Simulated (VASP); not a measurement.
Crystal: FeO.

```
Fe O
1.0
     0.00000    4.31080    4.31080
     2.15540    0.00000    2.15540
     2.15540    2.15540    0.00000
Fe O
2 2
Direct
  0.00000 0.00000 0.00000
  0.50000 0.00000 0.00000
  0.25000 0.50000 0.50000
  0.75000 0.50000 0.50000
```

Base run:

* Program: VASP 6.6.1
* Functional: r2SCAN
* Potentials or basis: VASP PAW PBE potentials, release 64 (Fe, O)
* Cutoff: 520 eV
* k mesh: 5 × 10 × 10
* Occupations: fermi-dirac, width 0.05 eV
* Spin: no spin polarisation

Its results: band gap on the k mesh 0.37 eV; pressure -28.0 GPa.

Question: The run is repeated on the same cell with these changes: spin from no spin polarisation to collinear spin, ferromagnetic start; further incar settings from ALGO = Normal; EDIFF = 1e-07; NBANDS = 22 to ALGO = Normal; EDIFF = 1e-06; NBANDS = 26. What comes out?

Answer: Band gap on the k mesh zero (filled and empty bands overlap); pressure -6.1 GPa; net moment 8.00 μB per cell; site moments Fe +3.68; O +0.28 μB.

Caveats: the PAW data sets were made with another functional, which shifts forces and pressure a little; semilocal functionals often make such compounds metallic where correlation or magnetic order opens a gap, which also shifts bond lengths (some runs).

A k mesh can miss the band edges.
